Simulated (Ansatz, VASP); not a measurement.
**Al8H in VASP and in Ansatz**

Contents of INCAR:

```
SYSTEM = Al8H
PREC = Accurate
ENCUT = 520
EDIFF = 1E-7
ISMEAR = 0
SIGMA = 0.1
LREAL = Auto
LASPH = .True.
NELM = 80
ALGO = Normal
ISIF = 2
LWAVE = .False.
LCHARG = .False.
LDIPOL = .True.
IDIPOL = 3
DIPOL = 0.5 0.5 0.291
GGA = PE
NBANDS = 40
```

The input KPOINTS:

```
regular mesh
0
Gamma
  5 4 1
  0 0 0
```

Contents of POSCAR:

```
Al8H
1.0
    5.7135165837      0.0000000000      0.0000000000
    0.0000000000      8.0801326415      0.0000000000
    0.0000000000      0.0000000000     22.2432786975
Al H
16 2
Direct
    0.2500000000      0.2500000000      0.1798296040
    0.2500000000      0.7500000000      0.1798296040
    0.7500000000      0.2500000000      0.1798296040
    0.7500000000      0.7500000000      0.1798296040
    0.0000000000      0.0000000000      0.2440458181
    0.0000000000      0.5000000000      0.2440458181
    0.5000000000      0.0000000000      0.2440458181
    0.5000000000      0.5000000000      0.2440458181
    0.2500000000      0.2500000000      0.3102598702
    0.2500000000      0.7500000000      0.3102598702
    0.7500000000      0.2500000000      0.3102598702
    0.7500000000      0.7500000000      0.3102598702
    0.0000000000      0.0000000000      0.3705963860
    0.0000000000      0.5000000000      0.3705963860
    0.5000000000      0.0000000000      0.3705963860
    0.5000000000      0.5000000000      0.3705963860
    0.2500000000      0.1931321217      0.4052135847
    0.2500000000      0.3068678783      0.4052135847
```

Input for Ansatz:

```yaml
crystal:
  lattice:
    - [5.7135165837, 0.0, 0.0]
    - [0.0, 8.0801326415, 0.0]
    - [0.0, 0.0, 22.2432786975]
  atoms:
    - { symbol: Al, position: [0.25, 0.25, 0.179829604] }
    - { symbol: Al, position: [0.25, 0.75, 0.179829604] }
    - { symbol: Al, position: [0.75, 0.25, 0.179829604] }
    - { symbol: Al, position: [0.75, 0.75, 0.179829604] }
    - { symbol: Al, position: [0.0, 0.0, 0.2440458181] }
    - { symbol: Al, position: [0.0, 0.5, 0.2440458181] }
    - { symbol: Al, position: [0.5, 0.0, 0.2440458181] }
    - { symbol: Al, position: [0.5, 0.5, 0.2440458181] }
    - { symbol: Al, position: [0.25, 0.25, 0.3102598702] }
    - { symbol: Al, position: [0.25, 0.75, 0.3102598702] }
    - { symbol: Al, position: [0.75, 0.25, 0.3102598702] }
    - { symbol: Al, position: [0.75, 0.75, 0.3102598702] }
    - { symbol: Al, position: [0.0, 0.0, 0.370596386] }
    - { symbol: Al, position: [0.0, 0.5, 0.370596386] }
    - { symbol: Al, position: [0.5, 0.0, 0.370596386] }
    - { symbol: Al, position: [0.5, 0.5, 0.370596386] }
    - { symbol: H, position: [0.25, 0.1931321217, 0.4052135847] }
    - { symbol: H, position: [0.25, 0.3068678783, 0.4052135847] }
basis:
  ecutwfc: 420
kpoints:
  mp_grid: { grid: [5, 4, 1] }
hamiltonian:
  xc: pbe
  pseudopotentials: { kind: paw, azcp: { folder: soft_1 } }
scf:
  occupations: { method: gaussian, width: 0.1 }
output:
  forces: true
  eigenvalues: true
efield:
  axis: 3
  dipole_correction: true
  ramp_width: 0.04
```

Alike in both runs: task single point; functional PBE; k mesh 5 × 4 × 1; occupations gaussian, width 0.1 eV; no spin polarisation.

|  | VASP | Ansatz |
| --- | --- | --- |
| version | VASP 6.6.1 | Ansatz 0.2.0 |
| potentials or method | VASP PAW PBE potentials, release 64 (Al, H), cutoff 520 eV | scalar-relativistic, plane waves, PAW |
| valence electrons in the cell | 50 | 50 |

```csv
,VASP,Ansatz,Ansatz less VASP
gap on the k mesh at the Fermi level (eV),none,none,-
rms of the force components (eV/Å),0.214,0.214,-0.0002
```

Atom by atom the forces differ by 0.001 eV/Å (rms over components). A gap of «none» marks a metal or a gap that the smearing closes.
